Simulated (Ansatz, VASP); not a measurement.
**Ta: VASP beside Ansatz**

The input INCAR:

```
  PREC = Accurate
  ENCUT = 600
  EDIFF = 1E-6
  ISMEAR = -1
  SIGMA = 0.05
  LREAL = False
  LASPH = True
  NELM = 100
  ALGO = Normal
  ISIF = 3
  LWAVE = False
  LCHARG = False
  GGA = PE
  IBRION = 2
  NSW = 45
  EDIFFG = -0.005
```

Contents of KPOINTS:

```
regular mesh
0
Gamma
  17 17 17
```

Contents of POSCAR:

```
Ta
1.0
    0.0000000000      2.1113404738      2.1113404738
    2.1113404738      0.0000000000      2.1113404738
    2.1113404738      2.1113404738      0.0000000000
Ta
1
Direct
    0.0000000000      0.0000000000      0.0000000000
```

Input for Ansatz:

```yaml
crystal:
  lattice:
    - [0.0, 2.1113404738, 2.1113404738]
    - [2.1113404738, 0.0, 2.1113404738]
    - [2.1113404738, 2.1113404738, 0.0]
  atoms:
    - { symbol: Ta, position: [0.0, 0.0, 0.0] }
kpoints:
  mp_grid: { grid: [17, 17, 17] }
scf:
  occupations: { method: fermi_dirac, width: 0.05 }
hamiltonian:
  xc: pbe
  pseudopotentials:
    kind: all_electron
    lapw: { basis_error: 0.0005 }
    relativity: none
output:
  forces: true
  stress: true
  eigenvalues: true
  populations: true
relax:
  f_tol: 0.005
  max_steps: 25
  cell: {}
```

Alike in both runs: task relaxation of cell and atoms; functional PBE; k mesh 17 × 17 × 17; occupations fermi-dirac, width 0.05 eV; no spin polarisation.

|  | VASP | Ansatz |
| --- | --- | --- |
| version | VASP 6.6.1 | Ansatz 0.2.0 |
| potentials or method | VASP PAW PBE potentials, release 64 (Ta_pv), cutoff 600 eV | all-electron LAPW, non-relativistic |

|  | VASP | Ansatz | Ansatz less VASP |
| --- | --- | --- | --- |
| relaxed volume (Å³/atom) | 18.82 | 19.71 | +0.886 |
| relaxed cell length with the largest relative difference (Å) | 2.986 | 3.032 | +0.0461 |

Ansatz ran all-electron here, and VASP with PAW potentials.

Spin-orbit coupling is off throughout. Noted on VASP's run: the relaxation stopped at its first step, so nothing moved.
